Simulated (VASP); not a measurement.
Here is a VASP 6.6.1 calculation.

Contents of POSCAR:

```
GaN
1.0
    0.0000000000      2.1085152343      2.1717706913
    2.1085152343      0.0000000000      2.1717706913
    2.1085152343      2.1085152343      0.0000000000
Ga N
1 1
Direct
    0.0000000000      0.0000000000      0.0000000000
    0.5000000000      0.5000000000      0.5000000000
```

The input INCAR.step1:

```
PREC = Accurate
ENCUT = 520
ISMEAR = -1
SIGMA = 0.02
LREAL = False
LASPH = True
NELM = 150
MAGMOM = 0 0 0 0 0 0
LSORBIT = True
GGA_COMPAT = False
NBANDS = 30
GGA = PE
ALGO = Normal
EDIFF = 1E-4
LWAVE = True
LCHARG = False
```

INCAR.step2

```
PREC = Accurate
ENCUT = 520
EDIFF = 1E-6
ISMEAR = -1
SIGMA = 0.02
LREAL = False
LASPH = True
NELM = 150
ALGO = Normal
ISIF = 2
LWAVE = False
LCHARG = False
MAGMOM = 0 0 0 0 0 0
LORBIT = 11
LSORBIT = True
GGA_COMPAT = False
LORBMOM = True
METAGGA = R2SCAN
LMIXTAU = True
NBANDS = 30
ISTART = 1
```

File KPOINTS:

```
Automatic mesh
0
Gamma
  10 10 10
```

Potentials or basis: VASP PAW PBE potentials, release 64 (Ga_d, N).

Launch:

```bash
$ cat potpaw_PBE.64/Ga_d/POTCAR potpaw_PBE.64/N/POTCAR > POTCAR
$ cp INCAR.step1 INCAR
$ mpirun -np 1 vasp_ncl > vasp.out
$ cp INCAR.step2 INCAR
$ mpirun -np 1 vasp_ncl > vasp.out
```

Problem. What does it give for the pressure?

Solution. -5.3 GPa.

Problem. What does it give for the net moment?

Solution. 0.00 μB per cell.

Stress tensor (GPa, compression positive):
```
-3.72  0.00  0.00
 0.00 -3.72  0.00
 0.00  0.00 -8.43
```

Caveat: the cell differs from its parent crystal (uniaxial z strain +3.0%); the cell stands under tension; the PAW data sets were made with another functional, which shifts forces and pressure a little.
